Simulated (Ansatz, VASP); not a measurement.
## NaF: VASP beside Ansatz

POSCAR

```
NaF
1.0
    0.0000000000      2.2821289500      2.2821289500
    2.2821289500      0.0000000000      2.2821289500
    2.2821289500      2.2821289500      0.0000000000
Na F
1 1
Direct
    0.0000000000      0.0000000000      0.0000000000
    0.5000000000      0.5000000000      0.5000000000
```

The input INCAR.step1:

```
  PREC = Accurate
  ENCUT = 520
  ISMEAR = -1
  SIGMA = 0.02
  LREAL = False
  LASPH = True
  NELM = 80
  GGA = PE
  ALGO = Normal
  EDIFF = 1E-4
  LWAVE = True
  LCHARG = False
```

The input INCAR.step2:

```
  PREC = Accurate
  ENCUT = 520
  EDIFF = 1E-6
  ISMEAR = -1
  SIGMA = 0.02
  LREAL = False
  LASPH = True
  NELM = 80
  ALGO = Normal
  ISIF = 2
  LWAVE = False
  LCHARG = False
  METAGGA = R2SCAN
  LMIXTAU = True
  IBRION = 2
  NSW = 50
  EDIFFG = -0.01
  ISTART = 1
```

Contents of KPOINTS:

```
regular mesh
0
Gamma
  10 10 10
```

Input for Ansatz:

```yaml
crystal:
  lattice:
    - [0.0, 2.28212895, 2.28212895]
    - [2.28212895, 0.0, 2.28212895]
    - [2.28212895, 2.28212895, 0.0]
  atoms:
    - { symbol: Na, position: [0.0, 0.0, 0.0] }
    - { symbol: F, position: [0.5, 0.5, 0.5] }
  symmetry: { tolerance: 0.0003 }
hamiltonian:
  xc: r2scan
  pseudopotentials: { kind: paw, azcp: { folder: soft_1 } }
basis:
  ecutwfc: 500
magnetization:
  spin_polarized: false
scf:
  occupations: { method: fermi_dirac, width: 0.02 }
kpoints:
  mp_grid: { grid: [10, 10, 10], shift: [0, 0, 0] }
  band_path:
    path:
      - [0.0, 0.0, 0.0]
      - [0.5, 0.0, 0.5]
      - [0.625, 0.25, 0.625]
      - [0.375, 0.375, 0.75]
      - [0.0, 0.0, 0.0]
      - [0.5, 0.5, 0.5]
      - [0.5, 0.25, 0.75]
      - [0.5, 0.0, 0.5]
    npoints: 10
output:
  forces: true
  stress: true
  eigenvalues: true
  write_potential: true
  elf: true
  volumetric_format: npy
  dos: { e_range: [-12, 8], de: 0.05 }
relax:
  max_steps: 30
```

Alike in both runs: task relaxation of the atoms; functional r2SCAN; k mesh 10 × 10 × 10; occupations fermi-dirac, width 0.02 eV; no spin polarisation.

```csv
,VASP,Ansatz
version,VASP 6.6.1,Ansatz 0.2.0
potentials or method,"VASP PAW PBE potentials, release 64 (Na_pv, F), cutoff 520 eV",PAW plane waves
valence electrons in the cell,14,16
```

```csv
,VASP,Ansatz,Ansatz less VASP
"gap on the k mesh at the Fermi level, each at its own relaxed structure (eV)",7.44,7.40,-0.038
```

VASP's potentials were made for PBE, not for r2SCAN. VASP's potentials hold 14 valence electrons a cell and Ansatz's 16, so a difference there can come from the potentials and not from the codes. Ansatz's warnings: stress scf threshold loose.

Noted on VASP's run: the relaxation stopped at its first step, so nothing moved.
